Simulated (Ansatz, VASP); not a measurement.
**One calculation of B10Pt, two programs**

```
CELL_PARAMETERS angstrom
5.59135 0.00000 0.00000
-2.79567 4.84225 0.00000
0.00000 0.00000 4.30317
ATOMIC_POSITIONS crystal
B 0.77758 0.22242 0.00000
B 0.77758 0.55515 0.00000
B 0.44485 0.22242 0.00000
B 0.22242 0.77758 0.00000
B 0.22242 0.44485 0.00000
B 0.55515 0.77758 0.00000
B 0.33333 0.66667 0.68250
B 0.33333 0.66667 0.31750
B 0.66667 0.33333 0.31750
B 0.66667 0.33333 0.68250
Pt 0.00000 0.00000 0.00000
```

Alike in both runs: functional PBE; k mesh 12 × 12 × 10; occupations gaussian, width 0.1 eV; no spin polarisation.

Ansatz relaxed the structure, and its values are those at the end. VASP's run is a single point on that final structure, the one shown.

|  | VASP | Ansatz |
| --- | --- | --- |
| version | VASP 6.6.1 | Ansatz 0.2.0 |
| potentials or method | VASP PAW PBE potentials, release 64 (B, Pt), cutoff 520 eV | scalar-relativistic, plane waves, PAW |
| valence electrons in the cell | 40 | 48 |

|  | VASP | Ansatz | Ansatz less VASP |
| --- | --- | --- | --- |
| gap on the k mesh at the Fermi level (eV) | none | none | - |
| pressure (GPa) | 0.0 | 0.0 | +0.05 |
| rms of the force components (eV/Å) | 0.008 | 0.001 | -0.0066 |

A gap of «none» marks a metal or a gap that the smearing closes. VASP's potentials hold 40 valence electrons a cell and Ansatz's 48, so a difference there can come from the potentials and not from the codes.

Neither program's run includes spin-orbit coupling.
